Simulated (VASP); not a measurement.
V: electric field gradients with PBE

The system is V.

```
CELL_PARAMETERS angstrom
-1.51803 1.51803 1.51803
1.51803 -1.51803 1.51803
1.51803 1.51803 -1.51803
ATOMIC_POSITIONS crystal
V 0.00000 0.00000 0.00000
```

```
Program                : VASP 6.6.1
Task                   : electric field gradients
Functional             : PBE
Potentials or basis    : VASP PAW PBE potentials, release 64 (V_sv)
Cutoff                 : 520 eV
k mesh                 : 19 × 19 × 19
Occupations            : fermi-dirac, width 0.03 eV
Spin                   : collinear spin, ferromagnetic start
Starting moments       : [1.5] μB
Dipole correction      : no
Further INCAR settings : ALGO = Normal; EDIFF = 1e-08; NBANDS = 16
```

```
Pressure                                              : -6.5 GPa
Net moment                                            : 0.00 μB per cell
Largest electric field gradient by atom               : zero within the noise of the run
Valence electrons inside the program's atomic spheres : V 11.59
```

Levels at points of the mesh, in eV from the Fermi level:
Spin up:
| k point | band 4 | band 5 | band 6 | band 7 | band 8 | band 9 | band 10 | band 11 |
| --- | --- | --- | --- | --- | --- | --- | --- | --- |
| (0.00, 0.00, 0.00) | -37.12 | -6.49 | 0.41 | 0.41 | 0.41 | 2.32 | 2.32 | 20.19 |
Spin down:
| k point | band 4 | band 5 | band 6 | band 7 | band 8 | band 9 | band 10 | band 11 |
| --- | --- | --- | --- | --- | --- | --- | --- | --- |
| (0.00, 0.00, 0.00) | -37.12 | -6.49 | 0.41 | 0.41 | 0.41 | 2.32 | 2.32 | 20.19 |

It took 84 s on 1 thread of Intel Xeon 8259CL, with other jobs on the host, peak memory 0.19 GiB.

Caveat: the cell stands under tension.
